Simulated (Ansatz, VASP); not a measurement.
## MnS in VASP and in Ansatz

```
CELL_PARAMETERS angstrom
3.97600 0.00000 0.00000
-1.98800 3.44332 0.00000
0.00000 0.00000 6.43200
ATOMIC_POSITIONS crystal
Mn 0.33333 0.66667 0.00000
Mn 0.66667 0.33333 0.50000
S 0.33333 0.66667 0.38500
S 0.66667 0.33333 0.88500
```

Alike in both runs: task single point; functional r2SCAN; k mesh 8 × 8 × 5; occupations fermi-dirac, width 0.05 eV; no spin polarisation.

```csv
,VASP,Ansatz
version,VASP 6.6.1,Ansatz 0.2.0
potentials or method,"VASP PAW PBE potentials, release 64 (Mn_pv, S), cutoff 520 eV",PAW plane waves
valence electrons in the cell,38,42
```

|  | VASP | Ansatz | Ansatz less VASP |
| --- | --- | --- | --- |
| pressure (GPa) | -20.7 | -20.7 | +0.03 |
| traceless stress, the component that is largest in VASP (GPa) | 1.11 | 1.17 | +0.056 |
| rms of the force components (eV/Å) | 0.047 | 0.024 | -0.0226 |

VASP's potentials were made for PBE, not for r2SCAN. Atom by atom the forces differ by 0.023 eV/Å (rms over components). VASP's potentials hold 38 valence electrons a cell and Ansatz's 42, so a difference there can come from the potentials and not from the codes.
